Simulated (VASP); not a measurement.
Runs of VASP 6.6.1 on Y. The structure is that of space group Fm-3m (No. 225), or close to it. The cells are those of the table. This isn't the form of Y at room conditions, which is hcp.

| cell | further INCAR settings | gap on the mesh (eV) | pressure (GPa) |
| --- | --- | --- | --- |
| a = 3.509, b = 3.509, c = 5.164 Å, 2 atoms | ALGO = Fast; EDIFF = 1e-06; NBANDS = 18 | none | 0.7 |
| a = 3.473, b = 3.473, c = 5.213 Å, 2 atoms | ALGO = Fast; EDIFF = 1e-06; NBANDS = 18 | none | 1.2 |
| a = 3.544, b = 3.544, c = 5.094 Å, 2 atoms | ALGO = Fast; EDIFF = 1e-06; NBANDS = 18 | none | 0.4 |
| a = 3.473, b = 3.473, c = 5.154 Å, 2 atoms | ALGO = Fast; EDIFF = 1e-07; NBANDS = 18 | none | 1.6 |
| a = 3.580, b = 3.580, c = 5.063 Å, 2 atoms | ALGO = Fast; EDIFF = 1e-06; NBANDS = 18 | none | -0.1 |
| a = 3.544, b = 3.544, c = 5.113 Å, 2 atoms | ALGO = Fast; EDIFF = 1e-06; NBANDS = 18 | none | (a) |
| a = 3.509, b = 3.509, c = 5.124 Å, 2 atoms | ALGO = Fast; EDIFF = 1e-06; NBANDS = 18 | none | (b) |

Alike in all rows: task single point; level PBE; potentials or basis VASP PAW PBE potentials, release 64 (Y_sv); no spin polarisation; k mesh 14 × 14 × 10; cutoff (eV) 520; smearing gaussian 0.1 eV.

**Question.** Estimate the missing entries.

**Answer.** (a) 0.3; (b) 1.0.

A k mesh can miss the band edges, and the runs leave out spin-orbit coupling on Y.

A gap of «none» marks levels without a gap at the run's occupations.
